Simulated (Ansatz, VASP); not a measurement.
## CeO2 in VASP and in Ansatz

```
Ce O
1.0
     0.00000    2.70486    2.70486
     2.70486    0.00000    2.70486
     2.70486    2.70486    0.00000
Ce O
1 2
Cartesian
  0.0000 0.0000 0.0000
  1.3524 1.3524 1.3524
  4.0573 4.0573 4.0573
```

Alike in both runs: task single point; functional PBE-based screened hybrid; k mesh 4 × 4 × 4; occupations gaussian, width 0.05 eV; no spin polarisation.

```csv
,VASP,Ansatz
version,VASP 6.6.1,Ansatz 0.2.0
potentials or method,"VASP PAW PBE potentials, release 64 (Ce, O), cutoff 520 eV","scalar-relativistic, plane waves, PAW"
valence electrons in the cell,24,24
```

Ansatz gave:

```
gap on the k mesh at the Fermi level (eV) : 2.74
least direct gap on the mesh (eV)         : 2.89
pressure (GPa)                            : 1.2
```

Estimate VASP's values.

gap on the k mesh at the Fermi level (eV): 2.71; least direct gap on the mesh (eV): 2.86; pressure (GPa): 1.2.

VASP's potentials were made for PBE, not for PBE-based screened hybrid. Ansatz's warnings: stress exchange threshold loose, stress scf threshold loose.

The k mesh is coarse, so the values compare programs but aren't converged. Spin-orbit coupling is off throughout.
